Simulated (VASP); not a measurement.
# Tl2SnH4 (P-6m2) in VASP: notebook, part 2 of 2

VASP 6.6.1. Earlier steps stand in the parts before.

### Step 3. Single point, PBE

This run uses another cell than the first one, of 28.08 Å³/atom, 1.411 times its volume.

INCAR reads:

```
PREC = Accurate
ENCUT = 520
EDIFF = 1E-6
ISMEAR = 0
SIGMA = 0.1
LREAL = F
LASPH = T
NELM = 80
ALGO = Normal
ISIF = 2
LWAVE = F
LCHARG = F
GGA = PE
NBANDS = 31
```

KPOINTS reads:

```
Automatic mesh
0
Gamma
  3 3 4
```

POSCAR reads:

```
Tl2SnH4
1.0
    5.8313723500      0.0000000000      0.0000000000
   -2.9156861800      5.0501166000      0.0000000000
    0.0000000000      0.0000000000      6.6749447300
Tl Sn H
2 1 4
Direct
    0.0000000000      0.0000000000      0.8360020400
    0.0000000000      0.0000000000      0.1639979600
    0.3333333300      0.6666666700      0.0000000000
    0.0000000000      0.0000000000      0.3327767300
    0.0000000000      0.0000000000      0.6672232700
    0.0000000000      0.0000000000      0.5000000000
    0.0000000000      0.0000000000      0.0000000000
```

Potentials or basis: VASP PAW PBE potentials, release 64 (Tl_d, Sn_d, H).

Launch:

```console
$ cat potpaw_PBE.64/Tl_d/POTCAR potpaw_PBE.64/Sn_d/POTCAR potpaw_PBE.64/H/POTCAR > POTCAR
$ mpirun -np 1 vasp_std > vasp.out
```

OUTCAR:

```text
PREC = Accurate
   ENCUT = 520
   EDIFF = 1E-6
   ISMEAR = 0
   LREAL = F
   LASPH = T
   NELM = 80
   ISIF = 2
   GGA = PE

 ion  position               nearest neighbor table
   1  0.000  0.000  0.836-   7 1.09   5 1.13   2 2.19   6 2.24   3 3.54   3 3.54   3 3.54
   2  0.000  0.000  0.164-   7 1.09   4 1.13   1 2.19   6 2.24   3 3.54   3 3.54   3 3.54
   3  0.333  0.667  0.000-   1 3.54   2 3.54   1 3.54   2 3.54   1 3.54   2 3.54
   4  0.000  0.000  0.333-   2 1.13
   5  0.000  0.000  0.667-   1 1.13
   6  0.000  0.000  0.500-   1 2.24   2 2.24
   7  0.000  0.000  0.000-   1 1.09   2 1.09

 -----------------------------------------------------------------------------
|                                                                             |
|           W    W    AA    RRRRR   N    N  II  N    N   GGGG   !!!           |
|           W    W   A  A   R    R  NN   N  II  NN   N  G    G  !!!           |
|           W    W  A    A  R    R  N N  N  II  N N  N  G       !!!           |
|           W WW W  AAAAAA  RRRRR   N  N N  II  N  N N  G  GGG   !            |
|           WW  WW  A    A  R   R   N   NN  II  N   NN  G    G                |
|           W    W  A    A  R    R  N    N  II  N    N   GGGG   !!!           |
|                                                                             |
[... 198 lines left out ...]
      5     -19.8127      2.00000
      6     -19.7848      2.00000
[... 295 lines left out ...]
     30       7.7089      0.00000
     31       7.7213      0.00000

------------------------ aborting loop because EDIFF is reached ----------------------------------------

  FORCE on cell =-STRESS in cart. coord.  units (eV):
  Direction    XX          YY          ZZ          XY          YZ          ZX
  --------------------------------------------------------------------------------------
  -------------------------------------------------------------------------------------
  Total       -3.4423198     -3.4423198    187.5886346      0.0000000      0.0000000      0.0000000
  in kB      -28.0570459    -28.0570459   1528.9639723      0.0000000      0.0000000      0.0000000
  external PRESSURE =     490.9499602 kB  Pullay stress =       0.0000000 kB

 VOLUME and BASIS-vectors are now :
 -----------------------------------------------------------------------------
  energy-cutoff  :      520.00
  volume of cell :      196.57
      direct lattice vectors                 reciprocal lattice vectors
     5.831372350  0.000000000  0.000000000     0.171486220  0.099007615  0.000000000
    -2.915686180  5.050116600  0.000000000     0.000000000  0.198015230  0.000000000
     0.000000000  0.000000000  6.674944730     0.000000000  0.000000000  0.149813975

 POSITION                                       TOTAL-FORCE (eV/Angst)
 -----------------------------------------------------------------------------------
      0.00000      0.00000      5.58027         0.000000     -0.000000    -17.998354
      0.00000      0.00000      1.09468         0.000000     -0.000000     17.998354
     -0.00000      3.36674      0.00000        -0.000000     -0.000000      0.000000
      0.00000      0.00000      2.22127         0.000000     -0.000000     31.711990
      0.00000      0.00000      4.45368         0.000000     -0.000000    -31.711990
      0.00000      0.00000      3.33747         0.000000     -0.000000      0.000000
      0.00000      0.00000      0.00000         0.000000      0.000000      0.000000
 -----------------------------------------------------------------------------------
    total drift:                                0.000017     -0.000010     -0.000000

  FREE ENERGIE OF THE ION-ELECTRON SYSTEM (eV)
  ---------------------------------------------------
  free  energy   TOTEN  =        16.0571071522 eV

  energy  without entropy=       16.0746797513  energy(sigma->0) =       16.06589345
```

stdout:

```text
POSCAR found type information on POSCAR TlSnH
 POSCAR found :  3 types and       7 ions
 scaLAPACK will be used
 LDA part: xc-table for (Slater+PW92), standard interpolation
 -----------------------------------------------------------------------------
|                                                                             |
|           W    W    AA    RRRRR   N    N  II  N    N   GGGG   !!!           |
|           W    W   A  A   R    R  NN   N  II  NN   N  G    G  !!!           |
|           W    W  A    A  R    R  N N  N  II  N N  N  G       !!!           |
|           W WW W  AAAAAA  RRRRR   N  N N  II  N  N N  G  GGG   !            |
|           WW  WW  A    A  R   R   N   NN  II  N   NN  G    G                |
|           W    W  A    A  R    R  N    N  II  N    N   GGGG   !!!           |
|                                                                             |
|     The distance between some ions is very small. Please check the          |
|     nearest-neighbor list in the OUTCAR file.                               |
|     I HOPE YOU KNOW WHAT YOU ARE DOING!                                     |
|                                                                             |
 -----------------------------------------------------------------------------

 POSCAR, INCAR and KPOINTS ok, starting setup
 FFT: planning ... GRIDC
 FFT: planning ... GRID_SOFT
 FFT: planning ... GRID
 WAVECAR not read
 entering main loop
```

It took 40 s on 1 thread of Intel Xeon 6975P-C (Granite Rapids), shared host; peak memory 0.35 GiB.

Results:

```yaml
Free_energy: 16.0571 eV
Pressure: 49.1 GPa
Largest_force: 31.712 eV/Å
Band_gap_on_the_k_mesh: zero (band 22 reaches 2.14 eV, above the bottom of band 23 at 1.23 eV)
```

Forces in eV/Å, atoms in the order of the input:
```
Tl    0.000   0.000 -17.998
Tl    0.000   0.000  17.998
Sn    0.000   0.000   0.000
H     0.000   0.000  31.712
H     0.000   0.000 -31.712
H     0.000   0.000   0.000
H     0.000   0.000   0.000
```

Levels at points of the mesh, in eV from the Fermi level:
| k point | band 19 | band 20 | band 21 | band 22 | band 23 | band 24 | band 25 | band 26 |
| --- | --- | --- | --- | --- | --- | --- | --- | --- |
| (0.00, 0.00, 0.00) | -5.82 | -1.67 | -1.67 | 0.62 | 1.33 | 1.33 | 1.98 | 2.83 |
| (0.00, 0.00, 0.50) | -5.77 | -1.76 | -1.54 | -1.54 | 0.71 | 1.46 | 1.46 | 2.27 |

Caveat: the k points lie up to 0.41 Å⁻¹ apart; spin-orbit coupling is left out, which moves the levels of the heavy elements; forces of over 1 eV/Å act on the atoms, so gaps and moduli don't describe the material at rest.
